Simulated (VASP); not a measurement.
A run of VASP 6.6.1:

Contents of INCAR:

```
SYSTEM = C
PREC = Accurate
ENCUT = 520
EDIFF = 1E-7
ISMEAR = -1
SIGMA = 0.05
LREAL = .False.
LASPH = .True.
NELM = 60
ALGO = Normal
ISIF = 2
LWAVE = .False.
LCHARG = .False.
GGA = PS
NBANDS = 16
```

The input KPOINTS:

```
Automatic mesh
0
Gamma
  8 8 3
  0 0 0
```

The input POSCAR:

```
C
1.0
    2.4589457232      0.0000000000      0.0000000000
   -1.2294728616      2.1295094628      0.0000000000
    0.0000000000      0.0000000000      7.1761632397
C
4
Direct
    1.0000000000      1.0000000000      0.2500000000
    0.0000000000      0.0000000000      0.7500000000
    0.3333333333      0.6666666667      0.2500000000
    0.6666666667      0.3333333333      0.7500000000
```

Potentials or basis: VASP PAW PBE potentials, release 64 (C).

Command:

```sh
$ cat potpaw_PBE.64/C/POTCAR > POTCAR
$ mpirun -np 1 vasp_std > vasp.out
```

Hardware: 1 thread of Intel Xeon 6975P-C, on a shared host.

Question: How long does it take, and how much memory?

Answer: Wall time 14 s on 1 thread of Intel Xeon 6975P-C (shared host), peak memory 0.14 GiB. Counts: scf iterations 14, k points 20.
